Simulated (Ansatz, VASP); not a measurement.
# One calculation of K, two programs

```
CELL_PARAMETERS angstrom
-2.33249 2.33249 3.29814
2.33249 -2.33249 3.29814
2.33249 2.33249 -3.29814
ATOMIC_POSITIONS crystal
K 0.00000 0.00000 0.00000
```

Alike in both runs: task single point; functional PBE; k mesh 14 × 14 × 14; occupations gaussian, width 0.15 eV; no spin polarisation.

```csv
,VASP,Ansatz
version,VASP 6.6.1,Ansatz 0.2.0
potentials or method,"VASP PAW PBE potentials, release 64 (K_sv), cutoff 520 eV","scalar-relativistic, plane waves, PAW"
valence electrons in the cell,9,9
```

```tsv
	VASP	Ansatz	Ansatz less VASP
gap on the k mesh at the Fermi level (eV)	none	none	-
pressure (GPa)	0.1	0.1	+0.01
```

A gap of «none» marks a metal or a gap that the smearing closes. With one functional, cell and mesh, what is left measures potentials, basis and numerics.
